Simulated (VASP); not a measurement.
# TlAs2 (P4/nmm) in VASP: a series of runs, part 2 of 2

VASP 6.6.1. The steps go on from the part before.

### 3 Single point, PBE

This run uses another cell than the first one, of 28.14 Å³/atom.

INCAR

```
ALGO = Normal ; EDIFF = 1E-6
ENCUT = 520 ; GGA = PE
ISIF = 2 ; ISMEAR = 0
LASPH = T ; LCHARG = T
LELF = T ; LREAL = F
LVHAR = T ; LWAVE = F
NBANDS = 32 ; NELM = 80
PREC = Accurate ; SIGMA = 0.1
```

KPOINTS

```
k-points
0
Gamma
  4 4 4
```

POSCAR

```
TlAs2
1.0
    4.8932751804      0.0000000000      0.0000000000
    0.0000000000      4.8932751804      0.0000000000
    0.0000000000      0.0000000000      7.0525514486
Tl As
2 4
Direct
    0.0000000000      0.5000000000      0.6525189363
    0.5000000000      0.0000000000      0.3474810637
    0.0000000000      0.0000000000      0.0000000000
    0.5000000000      0.5000000000      0.0000000000
    0.0000000000      0.5000000000      0.1532945891
    0.5000000000      0.0000000000      0.8467054109
```

Potentials or basis: VASP PAW PBE potentials, release 64 (Tl_d, As).

Run with:

```sh
$ cat potpaw_PBE.64/Tl_d/POTCAR potpaw_PBE.64/As/POTCAR > POTCAR
$ mpirun -np 1 vasp_std > vasp.out
```

OUTCAR:

```text
EDIFF = 1E-6
   ENCUT = 520
   GGA = PE
   ISIF = 2
   ISMEAR = 0
   LASPH = T
   LREAL = F
   NELM = 80
   PREC = Accurate

 ion  position               nearest neighbor table
   1  0.000  0.500  0.653-   3 3.46   4 3.46   3 3.46   4 3.46   5 3.52   2 4.07   2 4.07   2 4.07
                             2 4.07
   2  0.500  0.000  0.347-   3 3.46   4 3.46   4 3.46   3 3.46   6 3.52   1 4.07   1 4.07   1 4.07
                             1 4.07
   3  0.000  0.000  0.000-   5 2.67   6 2.67   5 2.67   6 2.67   1 3.46   1 3.46   2 3.46   2 3.46

   4  0.500  0.500  0.000-   5 2.67   6 2.67   6 2.67   5 2.67   2 3.46   1 3.46   1 3.46   2 3.46

   5  0.000  0.500  0.153-   3 2.67   4 2.67   3 2.67   4 2.67   1 3.52
   6  0.500  0.000  0.847-   3 2.67   4 2.67   4 2.67   3 2.67   2 3.52

  LATTYP: Found a simple tetragonal cell.
 ALAT       =     4.8932751804
 C/A-ratio  =     1.4412742363

  Lattice vectors:

 A1 = (   4.8932751804,   0.0000000000,   0.0000000000)
 A2 = (   0.0000000000,   4.8932751804,   0.0000000000)
 A3 = (   0.0000000000,   0.0000000000,   7.0525514486)

Analysis of symmetry for initial positions (statically):
=====================================================================
 Subroutine PRICEL returns:
 Original cell was already a primitive cell.

 Routine SETGRP: Setting up the symmetry group for a
 simple tetragonal supercell.

 Subroutine GETGRP returns: Found 16 space group operations
 (whereof  8 operations were pure point group operations)
 out of a pool of 16 trial point group operations.

The static configuration has the point symmetry D_2d.
 The point group associated with its full space group is D_4h.

Analysis of symmetry for dynamics (positions and initial velocities):
=====================================================================
 Subroutine PRICEL returns:
 Original cell was already a primitive cell.

 Routine SETGRP: Setting up the symmetry group for a
[... 129 lines left out ...]
  volume/ion in A,a.u.               =      28.14       189.93
  Fermi-wavevector in a.u.,A,eV,Ry     =   1.061237  2.005447 15.323199  1.126223
  Thomas-Fermi vector in A             =   2.196646
   LORBIT       =      0    0 simple, 1 ext, 2 COOP (PROOUT), +10 PAW based schemes
   GGA     = PE    functional components
   LHFCALC =     F    Hartree Fock is set to
   AEXX    =    0.0000 exact exchange contribution
   IVDW    =     0    specifies the selected vdW correction
   LEPSILON=     F    determine dielectric tensor
   LRPA    =     F    only Hartree local field effects (RPA)
 non-spin polarized calculation
 Gauss-broadening in eV      SIGMA  =   0.10
  energy-cutoff  :      520.00
  volume of cell :      168.87
 maximum number of plane-waves:      4580
   NGX = 19   NGY = 19   NGZ = 27

 number of electron      45.9999996 magnetization

 Free energy of the ion-electron system (eV)
  ---------------------------------------------------
  ext. energy  EPLUGINS =         0.00000000
  ---------------------------------------------------
  free energy    TOTEN  =       -22.29939050 eV

  energy without entropy =      -22.28284335  energy(sigma->0) =      -22.29111692

 E-fermi :   4.6268     XC(G=0):  -9.2037

 val. band max:        4.6003321919   @ k =   0.2500   0.2500   0.5000
 cond. band min:       4.6421654118   @ k =   0.5000   0.0000   0.5000
 fundamental gap:      0.0418332199
 Fermi energy:         4.6267614567

 k-point     1 :       0.0000    0.0000    0.0000
  band No.  band energies     occupation
      1      -9.4807      2.00000
      2      -7.2331      2.00000
      3      -7.2272      2.00000
      4      -7.1874      2.00000
      5      -7.1585      2.00000
      6      -7.1585      2.00000
[... 619 lines left out ...]
     31       8.1322      0.00000
     32       8.1375      0.00000

------------------------ aborting loop because EDIFF is reached ----------------------------------------

  FORCE on cell =-STRESS in cart. coord.  units (eV):
  Direction    XX          YY          ZZ          XY          YZ          ZX
  --------------------------------------------------------------------------------------
  -------------------------------------------------------------------------------------
  Total        0.3299920      0.3299920      0.1862243      0.0000000      0.0000000      0.0000000
  in kB        3.1308942      3.1308942      1.7668566      0.0000000      0.0000000      0.0000000
  external PRESSURE =       2.6762150 kB  Pullay stress =       0.0000000 kB

 VOLUME and BASIS-vectors are now :
 -----------------------------------------------------------------------------
  energy-cutoff  :      520.00
  volume of cell :      168.87
      direct lattice vectors                 reciprocal lattice vectors
     4.893275180  0.000000000  0.000000000     0.204362102  0.000000000  0.000000000
     0.000000000  4.893275180  0.000000000     0.000000000  0.204362102  0.000000000
     0.000000000  0.000000000  7.052551449     0.000000000  0.000000000  0.141792656

 POSITION                                       TOTAL-FORCE (eV/Angst)
 -----------------------------------------------------------------------------------
      0.00000      2.44664      4.60192         0.000000      0.000000      0.012543
      2.44664      0.00000      2.45063        -0.000000      0.000000     -0.012543
      0.00000      0.00000      0.00000         0.000000     -0.000000      0.000000
      2.44664      2.44664      0.00000        -0.000000      0.000000      0.000000
      0.00000      2.44664      1.08112        -0.000000      0.000000      0.017229
      2.44664      0.00000      5.97143        -0.000000      0.000000     -0.017229
 -----------------------------------------------------------------------------------
    total drift:                                0.000000      0.000000     -0.000000

  FREE ENERGIE OF THE ION-ELECTRON SYSTEM (eV)
  ---------------------------------------------------
  free  energy   TOTEN  =       -22.2993904987 eV

  energy  without entropy=      -22.2828433461  energy(sigma->0) =      -22.29111692
```

stdout:

```text
POSCAR found type information on POSCAR TlAs
 POSCAR found :  2 types and       6 ions
 scaLAPACK will be used
 LDA part: xc-table for (Slater+PW92), standard interpolation
 POSCAR, INCAR and KPOINTS ok, starting setup
 FFT: planning ... GRIDC
 FFT: planning ... GRID_SOFT
 FFT: planning ... GRID
 WAVECAR not read
 entering main loop
```

Wall time 54 s (1 thread of AMD EPYC 9R45 (Zen 5), shared host); peak memory 0.26 GiB.

Results:

```yaml
Free_energy: -22.2994 eV
Pressure: 0.3 GPa
Largest_force: 0.017 eV/Å
Band_gap_on_the_k_mesh: zero (bands 23 and 24 overlap by 0.98 eV)
```

Forces in eV/Å, atoms in the order of the input:
```
Tl   0.000  0.000  0.013
Tl   0.000  0.000 -0.013
As   0.000  0.000  0.000
As   0.000  0.000  0.000
As   0.000  0.000  0.017
As   0.000  0.000 -0.017
```

Stress tensor (GPa, compression positive):
```
0.31 0.00 0.00
0.00 0.31 0.00
0.00 0.00 0.18
```

Levels at points of the mesh, in eV from the Fermi level:
| k point | band 21 | band 22 | band 23 | band 24 | band 25 | band 26 |
| --- | --- | --- | --- | --- | --- | --- |
| (0.00, 0.00, 0.00) | -2.02 | -1.15 | -0.73 | 0.30 | 1.09 | 1.09 |
| (0.50, 0.00, 0.00) | -1.64 | -1.64 | 0.39 | 0.39 | 1.62 | 1.62 |
| (0.50, 0.50, 0.00) | -1.06 | -1.06 | 0.62 | 0.62 | 2.01 | 2.01 |
| (0.00, 0.00, 0.50) | -2.05 | -1.19 | -0.91 | -0.16 | 0.16 | 0.16 |
| (0.50, 0.00, 0.50) | -1.97 | -1.97 | 0.02 | 0.02 | 1.05 | 1.05 |
| (0.50, 0.50, 0.50) | 0.43 | 0.43 | 0.62 | 0.62 | 0.70 | 0.70 |

Caveat: spin-orbit coupling is left out, which moves the levels of the heavy elements.

The gap in the log of VASP goes by the Fermi energy; the results here count the filled bands.